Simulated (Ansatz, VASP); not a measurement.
**LiSc3 in VASP and in Ansatz**

```xyz
4
Lattice="3.2633 0.0000 0.0000 -1.6317 2.8261 0.0000 0.0000 0.0000 10.2860" Properties=species:S:1:pos:R:3 pbc="T T T"
Li    0.0000    0.0000    5.1430
Sc    0.0000    0.0000    0.0000
Sc    1.6317    0.9420    7.7233
Sc    1.6317    0.9420    2.5627
```

Change from the starting cell: species swapped into the MgCd3 type (P-6m2, No. 187).

Alike in both runs: functional PBE; k mesh 8 × 8 × 2; occupations gaussian, width 0.2 eV; no spin polarisation.

Ansatz relaxed the structure, and its values are those at the end. VASP's run is a single point on that final structure, the one shown.

|  | VASP | Ansatz |
| --- | --- | --- |
| version | VASP 6.6.1 | Ansatz 0.2.0 |
| potentials or method | VASP PAW PBE potentials, release 64 (Li_sv, Sc_sv), cutoff 520 eV | scalar-relativistic, plane waves, PAW |
| valence electrons in the cell | 36 | 36 |

|  | VASP | Ansatz | Ansatz less VASP |
| --- | --- | --- | --- |
| gap on the k mesh at the Fermi level (eV) | none | none | - |
| rms of the force components (eV/Å) | 0.003 | 0.005 | +0.0016 |

A gap of «none» marks a metal or a gap that the smearing closes.

Noted on VASP's run: the cutoff is under 1.25 times that of the potentials, so the pressure is a little rough.
